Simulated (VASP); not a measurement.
Runs of VASP 6.6.1 on Ho4Pd. The structure is that of space group Im-3m (No. 229), or close to it. The cells are those of the table. The cell was built from a structure type or drawn by symmetry, and may not be a known phase.

| task | spin | cell | k mesh | gap on the mesh (eV) | pressure (GPa) |
| --- | --- | --- | --- | --- | --- |
| single point | off | a = 5.301 Å, angles 109.5°, 5 atoms | 4 × 4 × 4 | none | (a) |
| single point | collinear | a = 5.812 Å, angles 109.5°, 5 atoms | 4 × 4 × 4 | none | 0.6 |
| single point | off | a = 5.846 Å, angles 109.5°, 5 atoms | 8 × 8 × 8 | none | 0.2 |
| relaxation of cell and atoms | off | relaxed from a = 5.812 Å, angles 109.5°, 5 atoms | 8 × 8 × 8 | none | 0.0 |
| single point | off | a = 5.812 Å, angles 109.5°, 5 atoms | 4 × 4 × 4 | none | 0.6 |

Alike in all rows: level PBE; potentials or basis VASP PAW PBE potentials, release 64 (Ho_3, Pd), 4f in core; cutoff (eV) 500; smearing gaussian 0.1 eV.

Q: Fill in the values left out.

A: (a) 24.9.

Caveats: some runs use coarse meshes; spin-orbit coupling is left out, which moves the levels of the heavy elements; the 4f electrons are frozen in the core, so they carry no moment and show no levels; the magnetic or orbital state may not be the lowest (at least some runs).

A k mesh can miss the band edges, and the runs leave out spin-orbit coupling on Ho, Pd.

A gap of «none» marks levels without a gap at the run's occupations.
